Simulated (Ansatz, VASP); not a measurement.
Two plane-wave programs on AlN

File INCAR:

```
SYSTEM = AlN
  PREC = Accurate
  ENCUT = 600
  EDIFF = 1E-6
  ISMEAR = 0
  SIGMA = 0.1
  LREAL = .False.
  LASPH = .True.
  NELM = 120
  ALGO = Normal
  ISIF = 2
  LWAVE = .False.
  LCHARG = .True.
  GGA = PS
  LELF = .True.
  LVHAR = .True.
  NBANDS = 11
  GGA_COMPAT = .False.
```

Contents of KPOINTS:

```
regular mesh
0
Gamma
  8 8 8
  0 0 0
```

POSCAR

```
AlN
1.0
    0.0000000000      2.0345180000      2.0345180000
    2.0345180000      0.0000000000      2.0345180000
    2.0345180000      2.0345180000      0.0000000000
Al N
1 1
Direct
    0.0000000000      0.0000000000      0.0000000000
    0.5000000000      0.5000000000      0.5000000000
```

Input for Ansatz:

```yaml
crystal:
  lattice:
    - [0.0, 2.034518, 2.034518]
    - [2.034518, 0.0, 2.034518]
    - [2.034518, 2.034518, 0.0]
  atoms:
    - { symbol: Al, position: [0.0, 0.0, 0.0] }
    - { symbol: "N", position: [0.5, 0.5, 0.5] }
basis:
  ecutwfc: 420
kpoints:
  mp_grid: { grid: [8, 8, 8] }
hamiltonian:
  xc: pbesol
scf:
  occupations: { method: gaussian, width: 0.1 }
output:
  forces: true
  stress: true
  eigenvalues: true
```

Alike in both runs: task single point; functional PBEsol; k mesh 8 × 8 × 8; occupations gaussian, width 0.1 eV; no spin polarisation.

|  | VASP | Ansatz |
| --- | --- | --- |
| version | VASP 6.6.1 | Ansatz 0.2.0 |
| potentials or method | VASP PAW PBE potentials, release 64 (Al, N), cutoff 600 eV | scalar-relativistic, plane waves, PAW |
| valence electrons in the cell | 8 | 8 |

|  | VASP | Ansatz | Ansatz less VASP |
| --- | --- | --- | --- |
| gap on the k mesh at the Fermi level (eV) | 4.37 | 4.38 | +0.005 |
| least direct gap on the mesh (eV) | 5.40 | 5.38 | -0.019 |
| pressure (GPa) | -4.7 | -4.5 | +0.25 |

VASP's potentials were made for PBE, not for PBEsol.
